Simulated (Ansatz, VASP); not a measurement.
**Ir in VASP and in Ansatz**

```
CELL_PARAMETERS angstrom
-0.20959 1.74821 1.74821
1.69581 -0.15720 1.69581
1.90540 1.90540 -0.36679
ATOMIC_POSITIONS crystal
Ir 0.00000 0.00000 0.00000
```

Change from the starting cell: engineering shear strain xz -0.2200, engineering shear strain yz -0.1650.

Alike in both runs: task single point; functional LDA; k mesh 20 × 20 × 20; occupations gaussian, width 0.15 eV; no spin polarisation.

```csv
,VASP,Ansatz
version,VASP 6.6.1,Ansatz 0.2.0
potentials or method,"VASP PAW LDA potentials, release 64 (Ir), cutoff 520 eV","scalar-relativistic, plane waves, PAW"
valence electrons in the cell,9,17
```

Ansatz gave:

* gap on the k mesh at the Fermi level (eV): none
* pressure (GPa): 40.4
* traceless stress, the component that is largest in VASP (GPa): 55.00

Which values does VASP return?

gap on the k mesh at the Fermi level (eV): none; pressure (GPa): 43.6; traceless stress, the component that is largest in VASP (GPa): 55.59.

LDA's correlation is that of Perdew and Zunger in VASP and of Perdew and Wang (1992) in Ansatz. A gap of «none» marks a metal or a gap that the smearing closes. Both programs put the cell under a high pressure, so it lies far from rest at this level. VASP's potentials hold 9 valence electrons a cell and Ansatz's 17, so a difference there can come from the potentials and not from the codes.

Spin-orbit coupling is off throughout.
